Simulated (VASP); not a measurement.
# TiCo (Pm-3m) in VASP: a series of runs

The runs below take TiCo through single point, with PBE.

Program: VASP 6.6.1. These are calculated values, not measurements. Logs are shortened: lines on timing, memory, paths and dates and some standing lists are left out, and cuts for length are marked.

### Step 1. The cell of the first run

It takes space group Pm-3m (No. 221, cubic). Conventional cell: a = 2.893 Å, b = 2.893 Å, c = 2.893 Å, α = 90.00°, β = 90.00°, γ = 90.00°. Ti (site symmetry m-3m) has 8 Co at 2.51 Å and 6 Ti at 2.89 Å within 3.3 Å. Co (site symmetry m-3m) has 8 Ti at 2.51 Å and 6 Co at 2.89 Å within 3.3 Å.

### Step 2. Single point, PBE, collinear spin, ferromagnetic start (volume scaled by 0.91)

INCAR

```
ALGO = Normal
EDIFF = 1E-7
ENCUT = 520
GGA = PE
ISIF = 2
ISMEAR = 0
ISPIN = 2
LASPH = T
LCHARG = T
LELF = T
LMAXMIX = 4
LORBIT = 11
LREAL = F
LVHAR = T
LWAVE = F
MAGMOM = 0 1.09
NBANDS = 22
NELM = 150
PREC = Accurate
SIGMA = 0.1
```

KPOINTS

```
k-points
0
Gamma
  14 14 14
```

POSCAR

```
TiCo
1.0
    2.8931896534      0.0000000000      0.0000000000
    0.0000000000      2.8931896534      0.0000000000
    0.0000000000      0.0000000000      2.8931896534
Ti Co
1 1
Direct
    0.0000000000      0.0000000000      0.0000000000
    0.5000000000      0.5000000000      0.5000000000
```

Potentials or basis: VASP PAW PBE potentials, release 64 (Ti_sv, Co).

Run with:

```sh
$ cat potpaw_PBE.64/Ti_sv/POTCAR potpaw_PBE.64/Co/POTCAR > POTCAR
$ mpirun -np 1 vasp_std > vasp.out
```

OUTCAR:

```text
EDIFF = 1E-7
   ENCUT = 520
   GGA = PE
   ISIF = 2
   ISMEAR = 0
   ISPIN = 2
   LASPH = T
   LORBIT = 11
   LREAL = F
   NELM = 150
   PREC = Accurate

 ion  position               nearest neighbor table
   1  0.000  0.000  0.000-   2 2.51   2 2.51   2 2.51   2 2.51   2 2.51   2 2.51   2 2.51   2 2.51

   2  0.500  0.500  0.500-   1 2.51   1 2.51   1 2.51   1 2.51   1 2.51   1 2.51   1 2.51   1 2.51

  LATTYP: Found a simple cubic cell.
 ALAT       =     2.8931896534

  Lattice vectors:

 A1 = (   2.8931896534,   0.0000000000,   0.0000000000)
 A2 = (   0.0000000000,   2.8931896534,   0.0000000000)
 A3 = (   0.0000000000,   0.0000000000,   2.8931896534)

Analysis of symmetry for initial positions (statically):
=====================================================================
 Subroutine PRICEL returns:
 Original cell was already a primitive cell.

 Routine SETGRP: Setting up the symmetry group for a
 simple cubic supercell.

 Subroutine GETGRP returns: Found 48 space group operations
 (whereof 48 operations were pure point group operations)
 out of a pool of 48 trial point group operations.

The static configuration has the point symmetry O_h .

Analysis of symmetry for dynamics (positions and initial velocities):
=====================================================================
 Subroutine PRICEL returns:
 Original cell was already a primitive cell.

 Routine SETGRP: Setting up the symmetry group for a
 simple cubic supercell.

 Subroutine GETGRP returns: Found 48 space group operations
 (whereof 48 operations were pure point group operations)
 out of a pool of 48 trial point group operations.

The dynamic configuration has the point symmetry O_h .

Analysis of structural, dynamic, and magnetic symmetry:
=====================================================================
 Subroutine PRICEL returns:
 Original cell was already a primitive cell.

 Routine SETGRP: Setting up the symmetry group for a
 simple cubic supercell.

 Subroutine GETGRP returns: Found 48 space group operations
 (whereof 48 operations were pure point group operations)
 out of a pool of 48 trial point group operations.

The overall configuration has the point symmetry O_h .

 Subroutine INISYM returns: Found 48 space group operations
[... 103 lines left out ...]
   ISIF   =      2    stress and relaxation
   ISYM   =      2    0-nonsym 1-usesym 2-fastsym
   POTIM  = 0.5000    time-step for ionic-motion
   TEBEG  =    0.0;   TEEND  =   0.0 temperature during run
   PSTRESS=    0.0 pullay stress
   NELECT =      21.0000    total number of electrons
   NUPDOWN=      -1.0000    fix difference up-down
   EMIN   =  10.00;   EMAX   =-10.00  energy-range for DOS
[... 5 lines left out ...]
     AMIX     =   0.40;   BMIX     =  1.00
     AMIX_MAG =   1.60;   BMIX_MAG =  1.00
  volume/ion in A,a.u.               =      12.11        81.71
  Fermi-wavevector in a.u.,A,eV,Ry     =   1.561125  2.950099 33.158914  2.437111
  Thomas-Fermi vector in A             =   2.664236
   LORBIT       =     11    0 simple, 1 ext, 2 COOP (PROOUT), +10 PAW based schemes
   GGA     = PE    functional components
   LHFCALC =     F    Hartree Fock is set to
   AEXX    =    0.0000 exact exchange contribution
   IVDW    =     0    specifies the selected vdW correction
   LEPSILON=     F    determine dielectric tensor
   LRPA    =     F    only Hartree local field effects (RPA)
 spin polarized calculation
 Gauss-broadening in eV      SIGMA  =   0.10
  energy-cutoff  :      520.00
  volume of cell :       24.22
 maximum number of plane-waves:       672
 NGX is ok and might be reduce to    24
   NGX = 11   NGY = 11   NGZ = 11

 number of electron      21.0000011 magnetization       0.6200007

 Free energy of the ion-electron system (eV)
  ---------------------------------------------------
  ext. energy  EPLUGINS =         0.00000000
  ---------------------------------------------------
  free energy    TOTEN  =       -15.56198346 eV

  energy without entropy =      -15.55140168  energy(sigma->0) =      -15.55669257

 E-fermi :  11.2393     XC(G=0): -13.0882

 val. band max:       11.2383288216   @ k =   0.3571   0.2857   0.2857
 cond. band min:      11.2437122552   @ k =   0.5000   0.3571   0.2143
 fundamental gap:      0.0053834336
 Fermi energy:        11.2393123152

 spin component 1

 k-point     1 :       0.0000    0.0000    0.0000
  band No.  band energies     occupation
      1     -45.8272      1.00000
      2     -21.8862      1.00000
      3     -21.8862      1.00000
      4     -21.8862      1.00000
      5       3.1335      1.00000
      6       6.6620      1.00000
[... 589 lines left out ...]
     21      30.2342      0.00000
     22      32.1932      0.00000

 [... further k-points ...]

 spin component 2

 k-point     1 :       0.0000    0.0000    0.0000
  band No.  band energies     occupation
      1     -45.8071      1.00000
      2     -21.8663      1.00000
      3     -21.8663      1.00000
      4     -21.8663      1.00000
      5       3.1464      1.00000
      6       7.1018      1.00000
[... 589 lines left out ...]
     21      30.1901      0.00000
     22      32.2547      0.00000

 [... further k-points ...]
[... 5 lines left out ...]
  --------------------------------------------------------------------------------------
  -------------------------------------------------------------------------------------
  Total        2.6343829      2.6343829      2.6343829      0.0000000      0.0000000     -0.0000000
  in kB      174.2845024    174.2845024    174.2845024      0.0000000      0.0000000     -0.0000000
  external PRESSURE =     174.2845024 kB  Pullay stress =       0.0000000 kB

 VOLUME and BASIS-vectors are now :
 -----------------------------------------------------------------------------
  energy-cutoff  :      520.00
  volume of cell :       24.22
      direct lattice vectors                 reciprocal lattice vectors
     2.893189653  0.000000000  0.000000000     0.345639284  0.000000000  0.000000000
     0.000000000  2.893189653  0.000000000     0.000000000  0.345639284  0.000000000
     0.000000000  0.000000000  2.893189653     0.000000000  0.000000000  0.345639284

 POSITION                                       TOTAL-FORCE (eV/Angst)
 -----------------------------------------------------------------------------------
      0.00000      0.00000      0.00000         0.000000      0.000000      0.000000
      1.44659      1.44659      1.44659         0.000000      0.000000      0.000000
 -----------------------------------------------------------------------------------
    total drift:                                0.000000      0.000000     -0.000000

  FREE ENERGIE OF THE ION-ELECTRON SYSTEM (eV)
  ---------------------------------------------------
  free  energy   TOTEN  =       -15.5619834643 eV

  energy  without entropy=      -15.5514016764  energy(sigma->0) =      -15.55669257

 total charge

# of ion       s       p       d       tot
------------------------------------------
    1        2.270   6.214   1.949  10.433
    2        0.563   0.514   7.386   8.463
--------------------------------------------------
tot          2.833   6.728   9.336  18.896

 magnetization (x)

# of ion       s       p       d       tot
------------------------------------------
    1       -0.002  -0.008   0.018   0.009
    2        0.024  -0.003   0.612   0.633
--------------------------------------------------
tot          0.022  -0.011   0.630   0.642
```

It took 61 s on 1 thread of Intel Xeon Platinum 8559C (Emerald Rapids), shared host; peak memory 0.22 GiB.

What came out:

| Property | Result |
| --- | --- |
| Free energy | -15.5620 eV |
| Pressure | 17.4 GPa |
| Net moment | 0.62 μB per cell |
| Site moments | Ti +0.01; Co +0.63 μB |
| Valence electrons inside the program's atomic spheres | Ti 10.43; Co 8.46 |

Levels at points of the mesh, in eV from the Fermi level:
Spin up:
```
           k point  band 7  band 8  band 9  band 10  band 11  band 12  band 13  band 14  band 15  band 16
(0.00, 0.00, 0.00)   -4.58   -1.94   -1.94    -1.94     0.60     0.60     2.98     2.98     2.98     9.63
(0.50, 0.00, 0.00)   -3.21   -2.03   -2.03    -1.50    -0.96    -0.28     0.64     0.64     2.43     4.34
(0.50, 0.50, 0.00)   -2.96   -2.96   -1.29    -0.59     0.77     0.77     1.24     2.77     2.77     3.43
(0.50, 0.50, 0.50)   -2.93   -2.42   -2.42    -2.42    -1.25    -1.25     3.52     3.52     7.76     9.10
```
Spin down:
```csv
k point,band 7,band 8,band 9,band 10,band 11,band 12,band 13,band 14
"(0.00, 0.00, 0.00)",-4.14,-1.57,-1.57,-1.57,1.01,1.01,3.07,3.07
"(0.50, 0.00, 0.00)",-2.39,-1.64,-1.64,-1.08,-1.01,0.52,0.68,0.68
"(0.50, 0.50, 0.00)",-2.67,-2.67,-0.26,0.15,0.77,0.77,1.36,2.92
"(0.50, 0.50, 0.50)",-2.61,-2.39,-2.39,-2.39,-0.22,-0.22,3.50,3.50
```

### Step 3. Single point, PBE, collinear spin, ferromagnetic start (volume scaled by 0.94)

INCAR

```
  ALGO = Normal
  EDIFF = 1E-6
  ENCUT = 520
  GGA = PE
  ISIF = 2
  ISMEAR = 0
  ISPIN = 2
  LASPH = T
  LCHARG = T
  LELF = T
  LMAXMIX = 4
  LORBIT = 11
  LREAL = F
  LVHAR = T
  LWAVE = F
  MAGMOM = 0 1.09
  NBANDS = 22
  NELM = 150
  PREC = Accurate
  SIGMA = 0.1
```

KPOINTS is that of step 2.

POSCAR

```
TiCo
1.0
    2.9246398310      0.0000000000      0.0000000000
    0.0000000000      2.9246398310      0.0000000000
    0.0000000000      0.0000000000      2.9246398310
Ti Co
1 1
Direct
    0.0000000000      0.0000000000      0.0000000000
    0.5000000000      0.5000000000      0.5000000000
```

Potentials or basis: VASP PAW PBE potentials, release 64 (Ti_sv, Co).

Run with:

```sh
$ cat potpaw_PBE.64/Ti_sv/POTCAR potpaw_PBE.64/Co/POTCAR > POTCAR
$ mpirun -np 1 vasp_std > vasp.out
```

OUTCAR:

```text
EDIFF = 1E-6
   ENCUT = 520
   GGA = PE
   ISIF = 2
   ISMEAR = 0
   ISPIN = 2
   LASPH = T
   LORBIT = 11
   LREAL = F
   NELM = 150
   PREC = Accurate

 ion  position               nearest neighbor table
   1  0.000  0.000  0.000-   2 2.53   2 2.53   2 2.53   2 2.53   2 2.53   2 2.53   2 2.53   2 2.53

   2  0.500  0.500  0.500-   1 2.53   1 2.53   1 2.53   1 2.53   1 2.53   1 2.53   1 2.53   1 2.53

  LATTYP: Found a simple cubic cell.
 ALAT       =     2.9246398310

  Lattice vectors:

 A1 = (   2.9246398310,   0.0000000000,   0.0000000000)
 A2 = (   0.0000000000,   2.9246398310,   0.0000000000)
 A3 = (   0.0000000000,   0.0000000000,   2.9246398310)

Analysis of symmetry for initial positions (statically):
=====================================================================
 Subroutine PRICEL returns:
 Original cell was already a primitive cell.

 Routine SETGRP: Setting up the symmetry group for a
 simple cubic supercell.

 Subroutine GETGRP returns: Found 48 space group operations
 (whereof 48 operations were pure point group operations)
 out of a pool of 48 trial point group operations.

The static configuration has the point symmetry O_h .

Analysis of symmetry for dynamics (positions and initial velocities):
=====================================================================
 Subroutine PRICEL returns:
 Original cell was already a primitive cell.

 Routine SETGRP: Setting up the symmetry group for a
 simple cubic supercell.

 Subroutine GETGRP returns: Found 48 space group operations
 (whereof 48 operations were pure point group operations)
 out of a pool of 48 trial point group operations.

The dynamic configuration has the point symmetry O_h .

Analysis of structural, dynamic, and magnetic symmetry:
=====================================================================
[... 141 lines left out ...]
 spin polarized calculation
 Gauss-broadening in eV      SIGMA  =   0.10
  energy-cutoff  :      520.00
  volume of cell :       25.02
 maximum number of plane-waves:       691
 NGX is ok and might be reduce to    24
   NGX = 11   NGY = 11   NGZ = 11

 number of electron      21.0000013 magnetization       0.7332325

 Free energy of the ion-electron system (eV)
  ---------------------------------------------------
  ext. energy  EPLUGINS =         0.00000000
  ---------------------------------------------------
  free energy    TOTEN  =       -15.63119776 eV

  energy without entropy =      -15.62043380  energy(sigma->0) =      -15.62581578

 E-fermi :  10.7819     XC(G=0): -12.9106

 val. band max:       10.7748496243   @ k =   0.5000   0.4286   0.2143
 cond. band min:      10.7841426949   @ k =   0.5000   0.4286   0.1429
 fundamental gap:      0.0092930706
 Fermi energy:        10.7819124904

 spin component 1

 k-point     1 :       0.0000    0.0000    0.0000
  band No.  band energies     occupation
      1     -46.3109      1.00000
      2     -22.3834      1.00000
      3     -22.3834      1.00000
      4     -22.3834      1.00000
      5       2.8130      1.00000
      6       6.3363      1.00000
[... 589 lines left out ...]
     21      29.4462      0.00000
     22      31.2396      0.00000

 [... further k-points ...]

 spin component 2

 k-point     1 :       0.0000    0.0000    0.0000
  band No.  band energies     occupation
      1     -46.2952      1.00000
      2     -22.3680      1.00000
      3     -22.3680      1.00000
      4     -22.3680      1.00000
      5       2.8226      1.00000
      6       6.8721      1.00000
[... 589 lines left out ...]
     21      29.3875      0.00000
     22      31.3079      0.00000

 [... further k-points ...]
[... 5 lines left out ...]
  --------------------------------------------------------------------------------------
  -------------------------------------------------------------------------------------
  Total        1.6282233      1.6282233      1.6282233     -0.0000000      0.0000000      0.0000000
  in kB      104.2815236    104.2815236    104.2815236     -0.0000000      0.0000000      0.0000000
  external PRESSURE =     104.2815236 kB  Pullay stress =       0.0000000 kB

 VOLUME and BASIS-vectors are now :
 -----------------------------------------------------------------------------
  energy-cutoff  :      520.00
  volume of cell :       25.02
      direct lattice vectors                 reciprocal lattice vectors
     2.924639831  0.000000000  0.000000000     0.341922444  0.000000000  0.000000000
     0.000000000  2.924639831  0.000000000     0.000000000  0.341922444  0.000000000
     0.000000000  0.000000000  2.924639831     0.000000000  0.000000000  0.341922444

 POSITION                                       TOTAL-FORCE (eV/Angst)
 -----------------------------------------------------------------------------------
      0.00000      0.00000      0.00000         0.000000      0.000000      0.000000
      1.46232      1.46232      1.46232         0.000000      0.000000      0.000000
 -----------------------------------------------------------------------------------
    total drift:                                0.000000      0.000000     -0.000000

  FREE ENERGIE OF THE ION-ELECTRON SYSTEM (eV)
  ---------------------------------------------------
  free  energy   TOTEN  =       -15.6311977569 eV

  energy  without entropy=      -15.6204338042  energy(sigma->0) =      -15.62581578

 total charge

# of ion       s       p       d       tot
------------------------------------------
    1        2.262   6.201   1.917  10.380
    2        0.549   0.496   7.354   8.399
--------------------------------------------------
tot          2.811   6.697   9.271  18.780

 magnetization (x)

# of ion       s       p       d       tot
------------------------------------------
    1       -0.002  -0.010   0.013   0.002
    2        0.026  -0.003   0.738   0.762
--------------------------------------------------
tot          0.024  -0.012   0.751   0.763
```

Wall time 57 s (1 thread of Intel Xeon Platinum 8559C (Emerald Rapids), shared host); peak memory 0.22 GiB.

Results:

```yaml
Free_energy: -15.6312 eV
Pressure: 10.4 GPa
Net_moment: 0.73 μB per cell
Site_moments: Ti +0.00; Co +0.76 μB
Valence_electrons_inside_the_program's_atomic_spheres: Ti 10.38; Co 8.40
```

Levels at points of the mesh, in eV from the Fermi level:
Spin up:
| k point | band 7 | band 8 | band 9 | band 10 | band 11 | band 12 | band 13 | band 14 | band 15 | band 16 |
| --- | --- | --- | --- | --- | --- | --- | --- | --- | --- | --- |
| (0.00, 0.00, 0.00) | -4.45 | -1.93 | -1.93 | -1.93 | 0.55 | 0.55 | 2.86 | 2.86 | 2.86 | 9.37 |
| (0.50, 0.00, 0.00) | -3.19 | -2.03 | -2.03 | -1.52 | -0.86 | -0.42 | 0.65 | 0.65 | 2.36 | 4.18 |
| (0.50, 0.50, 0.00) | -2.89 | -2.89 | -1.39 | -0.68 | 0.71 | 0.71 | 1.19 | 2.65 | 2.65 | 3.32 |
| (0.50, 0.50, 0.50) | -2.90 | -2.30 | -2.30 | -2.30 | -1.36 | -1.36 | 3.41 | 3.41 | 7.45 | 8.81 |
Spin down:
| k point | band 7 | band 8 | band 9 | band 10 | band 11 | band 12 | band 13 | band 14 |
| --- | --- | --- | --- | --- | --- | --- | --- | --- |
| (0.00, 0.00, 0.00) | -3.91 | -1.48 | -1.48 | -1.48 | 1.02 | 1.02 | 2.97 | 2.97 |
| (0.50, 0.00, 0.00) | -2.19 | -1.56 | -1.56 | -1.02 | -0.93 | 0.55 | 0.68 | 0.68 |
| (0.50, 0.50, 0.00) | -2.53 | -2.53 | -0.16 | 0.21 | 0.70 | 0.70 | 1.33 | 2.83 |
| (0.50, 0.50, 0.50) | -2.51 | -2.28 | -2.28 | -2.28 | -0.13 | -0.13 | 3.37 | 3.37 |
